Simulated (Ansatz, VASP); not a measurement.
# One calculation of Au, two programs

```xyz
2
Lattice="2.9000 0.0000 0.0000 -1.4500 2.5115 0.0000 0.0000 0.0000 4.9776" Properties=species:S:1:pos:R:3 pbc="T T T"
Au    0.0000    1.6743    3.7332
Au    1.4500    0.8372    1.2444
```

Change from the starting cell: zz strain of +2 %, PAW files.

Alike in both runs: task electric field gradients; functional PBEsol; k mesh 14 × 14 × 8; occupations fermi-dirac, width 0.03 eV; no spin polarisation.

|  | VASP | Ansatz |
| --- | --- | --- |
| version | VASP 6.6.1 | Ansatz 0.2.0 |
| potentials or method | VASP PAW PBE potentials, release 64 (Au_sv_GW) | PAW with Ansatz's default frozen-core files, scalar-relativistic |
| plane-wave cutoff (eV) | 400 | 420 |
| valence electrons in the cell | 38 | 38 |

|  | VASP | Ansatz | Ansatz less VASP |
| --- | --- | --- | --- |
| size of Vzz on the site where it differs most (V/Å²) | 15.8 | 5.0 | -10.72 |

VASP's potentials were made for PBE, not for PBEsol.

Spin-orbit coupling is off throughout.
